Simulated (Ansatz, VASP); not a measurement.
**GaSb3: VASP beside Ansatz**

```
CELL_PARAMETERS angstrom
0.00000 3.64789 3.64789
3.64789 0.00000 3.64789
3.64789 3.64789 0.00000
ATOMIC_POSITIONS crystal
Ga 0.00000 0.00000 0.00000
Sb 0.27399 0.22601 0.27399
Sb 0.77399 0.72601 0.77399
Sb 0.52399 0.47601 0.52399
```

Change from the starting cell: all Sb atoms moved +0.175 Å, as atom 2 along Cartesian [0 1 0].

Alike in both runs: task single point; functional PBE; dispersion D3(BJ); k mesh 12 × 12 × 12; occupations gaussian, width 0.15 eV; no spin polarisation.

|  | VASP | Ansatz |
| --- | --- | --- |
| version | VASP 6.6.1 | Ansatz 0.2.0 |
| potentials or method | VASP PAW PBE potentials, release 64 (Ga_d, Sb), cutoff 520 eV | scalar-relativistic, plane waves, PAW |
| valence electrons in the cell | 28 | 58 |

Ansatz gave:

* gap on the k mesh at the Fermi level (eV): none
* pressure (GPa): 0.6
* traceless stress, the component that is largest in VASP (GPa): -0.11
* rms of the force components (eV/Å): 0.110

Problem. Which values does VASP return?

Solution. gap on the k mesh at the Fermi level (eV): none; pressure (GPa): 0.5; traceless stress, the component that is largest in VASP (GPa): -0.11; rms of the force components (eV/Å): 0.111.

Atom by atom the forces differ by 0.001 eV/Å (rms over components). A gap of «none» marks a metal or a gap that the smearing closes. VASP's potentials hold 28 valence electrons a cell and Ansatz's 58, so a difference there can come from the potentials and not from the codes.

Spin-orbit coupling is off throughout.
